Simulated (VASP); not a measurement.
# BaTiO3 (R3m) in VASP: a series of runs

The runs below take BaTiO3 through single point, with PBE.

All numbers are computed with VASP 6.6.1; they aren't measurements. Logs are shortened: lines on timing, memory, paths and dates and some standing lists are left out, and cuts for length are marked.

### 1 The cell of the first run

The structure is trigonal, space group R3m (No. 160). Conventional cell: a = 5.726 Å, b = 5.726 Å, c = 7.070 Å, α = 90.00°, β = 90.00°, γ = 120.00°. Within 3.7 Å of Ba (site symmetry 3m) lie 12 O at 2.78 to 2.98 Å and 8 Ti at 3.43 to 3.64 Å. Within 2.5 Å of Ti (site symmetry 3m) lie 6 O at 1.87 to 2.21 Å. O (site symmetry m) has 2 Ti at 1.87 to 2.21 Å within 2.5 Å.

### 2 Single point, PBE

INCAR

```
SYSTEM = BaTiO3
PREC = Accurate
ENCUT = 520
EDIFF = 1E-6
ISMEAR = 0
SIGMA = 0.02
LREAL = .FALSE.
LASPH = .TRUE.
NELM = 80
ALGO = Normal
ISIF = 2
LWAVE = .FALSE.
LCHARG = .FALSE.
GGA = PE
NBANDS = 28
```

KPOINTS

```
regular mesh
0
G
  6 6 6
  0 0 0
```

POSCAR

```
BaTiO3
1.0
    2.8631887542      1.6530627979      2.3565005019
   -2.8631887542      1.6530627979      2.3565005019
    0.0000000000     -3.3061255959      2.3565005019
Ba Ti O
1 1 3
Direct
   -0.0054008877     -0.0054008877     -0.0054008877
    0.4803547819      0.4803547819      0.4803547819
    0.5112004289      0.5112004289      0.0218452480
    0.0218452480      0.5112004289      0.5112004289
    0.5112004289      0.0218452480      0.5112004289
```

Potentials or basis: VASP PAW PBE potentials, release 64 (Ba_sv, Ti_sv, O).

Run with:

```
cat potpaw_PBE.64/Ba_sv/POTCAR potpaw_PBE.64/Ti_sv/POTCAR potpaw_PBE.64/O/POTCAR > POTCAR
mpirun -np 1 vasp_std > vasp.out
```

OUTCAR:

```text
SYSTEM = BaTiO3
   PREC = Accurate
   ENCUT = 520
   EDIFF = 1E-6
   ISMEAR = 0
   LREAL = .FALSE.
   LASPH = .TRUE.
   NELM = 80
   ISIF = 2
   GGA = PE

 ion  position               nearest neighbor table
   1  0.995  0.995  0.995-   3 2.78   4 2.78   5 2.78   4 2.87   5 2.87   5 2.87   4 2.87   3 2.87
                             3 2.87   3 2.98   4 2.98   5 2.98   2 3.43   2 3.48   2 3.48   2 3.48
   2  0.480  0.480  0.480-   3 1.87   4 1.87   5 1.87   3 2.21   4 2.21   5 2.21   1 3.43   1 3.48
                             1 3.48   1 3.48   1 3.54   1 3.54   1 3.54   1 3.64
   3  0.511  0.511  0.022-   2 1.87   2 2.21   1 2.78   1 2.87   1 2.87   1 2.98
   4  0.022  0.511  0.511-   2 1.87   2 2.21   1 2.78   1 2.87   1 2.87   1 2.98
   5  0.511  0.022  0.511-   2 1.87   2 2.21   1 2.78   1 2.87   1 2.87   1 2.98

  LATTYP: Found a trigonal (rhomboedric) cell.
 ALAT       =     4.0599952058
 COS(alpha) =     0.0053302431

  Lattice vectors:

 A1 = (   2.8631887542,   1.6530627979,   2.3565005019)
 A2 = (  -2.8631887542,   1.6530627979,   2.3565005019)
 A3 = (   0.0000000000,  -3.3061255959,   2.3565005019)

Analysis of symmetry for initial positions (statically):
=====================================================================
 Subroutine PRICEL returns:
 Original cell was already a primitive cell.

 Routine SETGRP: Setting up the symmetry group for a
 trigonal (rhombohedral) supercell.

 Subroutine GETGRP returns: Found  6 space group operations
 (whereof  6 operations were pure point group operations)
 out of a pool of 12 trial point group operations.

The static configuration has the point symmetry C_3v.

Analysis of symmetry for dynamics (positions and initial velocities):
=====================================================================
 Subroutine PRICEL returns:
 Original cell was already a primitive cell.

 Routine SETGRP: Setting up the symmetry group for a
 trigonal (rhombohedral) supercell.

 Subroutine GETGRP returns: Found  6 space group operations
 (whereof  6 operations were pure point group operations)
 out of a pool of 12 trial point group operations.

The dynamic configuration has the point symmetry C_3v.

 Subroutine INISYM returns: Found  6 space group operations
 (whereof  6 operations are pure point group operations),
 and found     1 'primitive' translations

----------------------------------------------------------------------------------------

                                     Primitive cell

  volume of cell :      66.9203

  direct lattice vectors                    reciprocal lattice vectors
     2.863188754  1.653062798  2.356500502     0.174630471  0.100822949  0.141452689
    -2.863188754  1.653062798  2.356500502    -0.174630471  0.100822949  0.141452689
     0.000000000 -3.306125596  2.356500502     0.000000000 -0.201645899  0.141452689

  length of vectors
     4.059995206  4.059995206  4.059995206     0.246312671  0.246312671  0.246312671

  position of ions in fractional coordinates (direct lattice)
     0.994599112  0.994599112  0.994599112
     0.480354782  0.480354782  0.480354782
     0.511200429  0.511200429  0.021845248
     0.021845248  0.511200429  0.511200429
     0.511200429  0.021845248  0.511200429

  ion indices of the primitive-cell ions
   primitive index   ion index
                 1           1
                 2           2
                 3           3
                 4           4
                 5           5

----------------------------------------------------------------------------------------

 KPOINTS: regular mesh

Automatic generation of k-mesh.
 Grid dimensions read from file:
 generate k-points for:    6    6    6

 Generating k-lattice:

  Cartesian coordinates                     Fractional coordinates (reciprocal lattice)
     0.029105078  0.016803825  0.023575448     0.166666667 -0.000000000 -0.000000000
    -0.029105078  0.016803825  0.023575448    -0.000000000  0.166666667 -0.000000000
     0.000000000 -0.033607650  0.023575448    -0.000000000 -0.000000000  0.166666667

  Length of vectors
     0.041052112  0.041052112  0.041052112

  Shift w.r.t. Gamma in fractional coordinates (k-lattice)
     0.000000000  0.000000000  0.000000000

 Subroutine IBZKPT returns following result:
 ===========================================

 Found     32 irreducible k-points:

 Following reciprocal coordinates:
            Coordinates               Weight
  0.000000  0.000000  0.000000      1.000000
  0.166667 -0.000000  0.000000      6.000000
  0.333333  0.000000  0.000000      6.000000
  0.500000  0.000000 -0.000000      3.000000
  0.166667  0.166667  0.000000      6.000000
  0.333333  0.166667  0.000000     12.000000
[... 16 lines left out ...]
  0.500000  0.500000  0.166667      6.000000
 -0.333333  0.500000  0.166667     12.000000
 [... further k-points ...]
   k-points           NKPTS =     32   k-points in BZ     NKDIM =     32   number of bands    NBANDS=     28
   number of dos      NEDOS =    301   number of ions     NIONS =      5
   total plane-waves  NPLWV =  27000
   dimension x,y,z NGX =    30 NGY =   30 NGZ =   30
   dimension x,y,z NGXF=    60 NGYF=   60 NGZF=   60
   ions per type =               1   1   3
   NGX,Y,Z   is equivalent  to a cutoff of  12.28, 12.28, 12.28 a.u.
   NGXF,Y,Z  is equivalent  to a cutoff of  24.57, 24.57, 24.57 a.u.
 SYSTEM =  BaTiO3
   PREC   = accura    normal or accurate (medium, high low for compatibility)
   ISTART =      0    job   : 0-new  1-cont  2-samecut
   ICHARG =      2    charge: 1-file 2-atom 10-const
   ISPIN  =      1    spin polarized calculation?
   LNONCOLLINEAR =      F non collinear calculations
   LSORBIT =      F    spin-orbit coupling
   LASPH  =      T    aspherical Exc in radial PAW
   ENCUT  =  520.0 eV  38.22 Ry    6.18 a.u.   7.55  7.55  7.55*2*pi/ulx,y,z
   NELM   =     80;   NELMIN=  2; NELMDL= -5     # of ELM steps
   EDIFF  = 0.1E-05   stopping-criterion for ELM
   LREAL  =      F    real-space projection
   EDIFFG = 0.1E-04   stopping-criterion for IOM
   NSW    =      0    number of steps for IOM
   IBRION =     -1    ionic relax: 0-MD 1-quasi-New 2-CG
   NFREE  =      0    steps in history (QN), initial steepest desc. (CG)
   ISIF   =      2    stress and relaxation
   ISYM   =      2    0-nonsym 1-usesym 2-fastsym
   POTIM  = 0.5000    time-step for ionic-motion
   TEBEG  =    0.0;   TEEND  =   0.0 temperature during run
   PSTRESS=    0.0 pullay stress
   NELECT =      40.0000    total number of electrons
   NUPDOWN=      -1.0000    fix difference up-down
   EMIN   =  10.00;   EMAX   =-10.00  energy-range for DOS
   EFERMI =   0.00;   METHOD = LEGACY
   ISMEAR =     0;   SIGMA  =   0.02  broadening in eV -4-tet -1-fermi 0-gaus
   EFERMI_NEDOS =   21; number of points for ismear=-14 and -15
   IALGO  =     38    algorithm
   IMIX   =      4    mixing-type and parameters
     AMIX     =   0.40;   BMIX     =  1.00
     AMIX_MAG =   1.60;   BMIX_MAG =  1.00
  volume/ion in A,a.u.               =      13.38        90.32
  Fermi-wavevector in a.u.,A,eV,Ry     =   1.379036  2.605999 25.874730  1.901739
  Thomas-Fermi vector in A             =   2.504042
   LORBIT       =      0    0 simple, 1 ext, 2 COOP (PROOUT), +10 PAW based schemes
   GGA     = PE    functional components
   LHFCALC =     F    Hartree Fock is set to
   AEXX    =    0.0000 exact exchange contribution
   IVDW    =     0    specifies the selected vdW correction
   LEPSILON=     F    determine dielectric tensor
   LRPA    =     F    only Hartree local field effects (RPA)
 non-spin polarized calculation
 Gauss-broadening in eV      SIGMA  =   0.02
  energy-cutoff  :      520.00
  volume of cell :       66.92
 maximum number of plane-waves:      1820
   NGX = 15   NGY = 15   NGZ = 15

 number of electron      40.0000015 magnetization

 Free energy of the ion-electron system (eV)
  ---------------------------------------------------
  ext. energy  EPLUGINS =         0.00000000
  ---------------------------------------------------
  free energy    TOTEN  =       -40.05489582 eV

  energy without entropy =      -40.05489582  energy(sigma->0) =      -40.05489582

 E-fermi :   3.7098     XC(G=0): -11.0069

 val. band max:        3.4274417082   @ k =   0.5000   0.5000   0.5000
 cond. band min:       6.0131383474   @ k =   0.0000   0.0000   0.0000
 fundamental gap:      2.5856966393
 Fermi energy:         3.7098408880

 k-point     1 :       0.0000    0.0000    0.0000
  band No.  band energies     occupation
      1     -52.8631      2.00000
      2     -29.1189      2.00000
      3     -29.1168      2.00000
      4     -29.1168      2.00000
      5     -21.4703      2.00000
      6     -13.2785      2.00000
[... 20 lines left out ...]
     27       8.4908      0.00000
     28      10.3396      0.00000

 k-point     2 :       0.1667   -0.0000    0.0000
  band No.  band energies     occupation
      1     -52.8629      2.00000
      2     -29.1286      2.00000
      3     -29.1177      2.00000
      4     -29.1164      2.00000
      5     -21.4472      2.00000
      6     -13.2886      2.00000
[... 20 lines left out ...]
     27       8.9806      0.00000
     28      10.9795      0.00000

 k-point     3 :       0.3333    0.0000    0.0000
  band No.  band energies     occupation
      1     -52.8625      2.00000
      2     -29.1501      2.00000
      3     -29.1169      2.00000
      4     -29.1156      2.00000
      5     -21.4001      2.00000
      6     -13.3756      2.00000
[... 20 lines left out ...]
     27      10.1160      0.00000
     28      11.6118      0.00000

 k-point     4 :       0.5000    0.0000   -0.0000
  band No.  band energies     occupation
      1     -52.8623      2.00000
      2     -29.1609      2.00000
      3     -29.1165      2.00000
      4     -29.1151      2.00000
      5     -21.3762      2.00000
      6     -13.4396      2.00000
[... 20 lines left out ...]
     27      10.8146      0.00000
     28      11.5451      0.00000

 k-point     5 :       0.1667    0.1667    0.0000
  band No.  band energies     occupation
      1     -52.8627      2.00000
      2     -29.1289      2.00000
      3     -29.1270      2.00000
      4     -29.1166      2.00000
      5     -21.4263      2.00000
      6     -13.2637      2.00000
[... 20 lines left out ...]
     27       9.4711      0.00000
     28      11.2634      0.00000

 k-point     6 :       0.3333    0.1667    0.0000
  band No.  band energies     occupation
      1     -52.8623      2.00000
      2     -29.1495      2.00000
      3     -29.1270      2.00000
      4     -29.1158      2.00000
      5     -21.3831      2.00000
      6     -13.2865      2.00000
[... 463 lines left out ...]
      5     -21.3324      2.00000
      6     -13.0302      2.00000
[... 20 lines left out ...]
     27      11.3514      0.00000
     28      11.6841      0.00000

 k-point    22 :      -0.1667    0.3333    0.1667
  band No.  band energies     occupation
      1     -52.8621      2.00000
      2     -29.1490      2.00000
      3     -29.1276      2.00000
      4     -29.1253      2.00000
      5     -21.3661      2.00000
      6     -13.1962      2.00000
[... 20 lines left out ...]
     27      10.7629      0.00000
     28      11.6337      0.00000

 k-point    23 :       0.5000    0.5000    0.1667
  band No.  band energies     occupation
      1     -52.8613      2.00000
      2     -29.1582      2.00000
      3     -29.1570      2.00000
      4     -29.1247      2.00000
      5     -21.3004      2.00000
      6     -12.8008      2.00000
[... 20 lines left out ...]
     27      11.7376      0.00000
     28      12.0495      0.00000

 k-point    24 :      -0.3333    0.5000    0.1667
  band No.  band energies     occupation
      1     -52.8615      2.00000
      2     -29.1583      2.00000
      3     -29.1471      2.00000
      4     -29.1251      2.00000
      5     -21.3156      2.00000
      6     -12.9614      2.00000
[... 20 lines left out ...]
     27      11.4016      0.00000
     28      11.8584      0.00000

 [... further k-points ...]
[... 5 lines left out ...]
  --------------------------------------------------------------------------------------
  -------------------------------------------------------------------------------------
  Total        0.6741945      0.6741945      0.6319195      0.0000000     -0.0000000     -0.0000000
  in kB       16.1412695     16.1412695     15.1291387      0.0000000     -0.0000000     -0.0000000
  external PRESSURE =      15.8038926 kB  Pullay stress =       0.0000000 kB

 VOLUME and BASIS-vectors are now :
 -----------------------------------------------------------------------------
  energy-cutoff  :      520.00
  volume of cell :       66.92
      direct lattice vectors                 reciprocal lattice vectors
     2.863188754  1.653062798  2.356500502     0.174630471  0.100822949  0.141452689
    -2.863188754  1.653062798  2.356500502    -0.174630471  0.100822949  0.141452689
     0.000000000 -3.306125596  2.356500502     0.000000000 -0.201645899  0.141452689

 POSITION                                       TOTAL-FORCE (eV/Angst)
 -----------------------------------------------------------------------------------
      0.00000     -0.00000      7.03132         0.000000     -0.000000      0.044216
      0.00000     -0.00000      3.39587         0.000000     -0.000000      0.089700
      0.00000      1.61787      2.46077         0.000000      0.033739     -0.044639
     -1.40112     -0.80893      2.46077        -0.029218     -0.016869     -0.044639
      1.40112     -0.80893      2.46077         0.029218     -0.016869     -0.044639
 -----------------------------------------------------------------------------------
    total drift:                               -0.000000      0.000005      0.000193

  FREE ENERGIE OF THE ION-ELECTRON SYSTEM (eV)
  ---------------------------------------------------
  free  energy   TOTEN  =       -40.0548958168 eV

  energy  without entropy=      -40.0548958168  energy(sigma->0) =      -40.05489582
```

It took 55 s on 1 thread of Intel Xeon Platinum 8259CL at 2.50GHz (Skylake/Cascade Lake), shared host; peak memory 0.21 GiB.

Results:

* Free energy: -40.0549 eV
* Pressure: 1.6 GPa
* Largest force: 0.090 eV/Å
* Band gap on the k mesh: 2.59 eV, indirect (least direct gap 3.13 eV)

Forces in eV/Å, atoms in the order of the input:
```
Ba   0.000  0.000  0.044
Ti   0.000  0.000  0.090
O    0.000  0.034 -0.045
O   -0.029 -0.017 -0.045
O    0.029 -0.017 -0.045
```

Levels at points of the mesh, in eV from the valence-band top:
```csv
k point,band 16,band 17,band 18,band 19,band 20,band 21,band 22,band 23,band 24,band 25
"(0.00, 0.00, 0.00)",-1.35,-0.99,-0.69,-0.54,-0.54,2.59,2.59,2.76,4.49,4.49
"(0.50, 0.00, 0.00)",-2.01,-1.64,-1.52,-1.05,-0.88,2.74,3.72,3.88,4.45,5.90
"(0.50, 0.50, 0.00)",-2.58,-1.58,-0.92,-0.84,-0.09,3.81,3.83,4.13,4.88,7.48
"(0.50, 0.50, 0.50)",-2.38,-2.32,-0.03,-0.03,0.00,4.16,4.38,4.38,6.39,6.39
```

Caveat: spin-orbit coupling is left out, which moves the levels of the heavy elements. PBE gaps usually lie below the measured ones, often by a third to a half.

### 3 Single point, PBE (volume scaled by 1.03, then relaxed in part)

INCAR

```
SYSTEM = BaTiO3
ALGO = Normal
EDIFF = 1E-7
ENCUT = 520
GGA = PE
ISIF = 2
ISMEAR = 0
LASPH = .TRUE.
LCHARG = .TRUE.
LELF = .TRUE.
LREAL = .FALSE.
LVHAR = .TRUE.
LWAVE = .FALSE.
NBANDS = 28
NELM = 80
PREC = Accurate
SIGMA = 0.02
```

KPOINTS

```
k-points
0
G
  6 6 6
  0 0 0
```

POSCAR

```
BaTiO3
1.0
    2.8881650610      1.6674828754      2.3853971756
   -2.8881650610      1.6674828754      2.3853971756
    0.0000000000     -3.3349657509      2.3853971756
Ba Ti O
1 1 3
Direct
   -0.0077737656     -0.0077737656     -0.0077737656
    0.4770159701      0.4770159701      0.4770159701
    0.5121446830      0.5121446830      0.0256684294
    0.0256684294      0.5121446830      0.5121446830
    0.5121446830      0.0256684294      0.5121446830
```

Potentials or basis: VASP PAW PBE potentials, release 64 (Ba_sv, Ti_sv, O).

Run with:

```
cat potpaw_PBE.64/Ba_sv/POTCAR potpaw_PBE.64/Ti_sv/POTCAR potpaw_PBE.64/O/POTCAR > POTCAR
mpirun -np 1 vasp_std > vasp.out
```

Wall time 58 s (1 thread of Intel Xeon Platinum 8259CL at 2.50GHz (Skylake/Cascade Lake), shared host); peak memory 0.21 GiB.

The run converged. Its results:

```
Free energy            : -40.0533 eV
Pressure               : -1.1 GPa
Largest force          : 0.103 eV/Å
Band gap on the k mesh : 2.76 eV, indirect (least direct gap 3.34 eV)
```

Forces in eV/Å, atoms in the order of the input:
```
Ba   0.000  0.000  0.050
Ti   0.000  0.000  0.103
O    0.000  0.041 -0.051
O   -0.035 -0.020 -0.051
O    0.035 -0.020 -0.051
```

Stress tensor (GPa, compression positive):
```
-1.04  0.00  0.00
 0.00 -1.04  0.00
 0.00  0.00 -1.16
```

Levels at points of the mesh, in eV from the valence-band top:
| k point | band 18 | band 19 | band 20 | band 21 | band 22 | band 23 |
| --- | --- | --- | --- | --- | --- | --- |
| (0.00, 0.00, 0.00) | -0.80 | -0.64 | -0.64 | 2.77 | 2.77 | 2.96 |
| (0.50, 0.00, 0.00) | -1.45 | -1.11 | -0.91 | 2.91 | 3.72 | 3.91 |
| (0.50, 0.50, 0.00) | -0.93 | -0.83 | -0.09 | 3.81 | 3.85 | 4.13 |
| (0.50, 0.50, 0.50) | -0.05 | -0.05 | 0.00 | 4.08 | 4.36 | 4.36 |

Caveat: spin-orbit coupling is left out, which moves the levels of the heavy elements. A k mesh can miss the band edges.
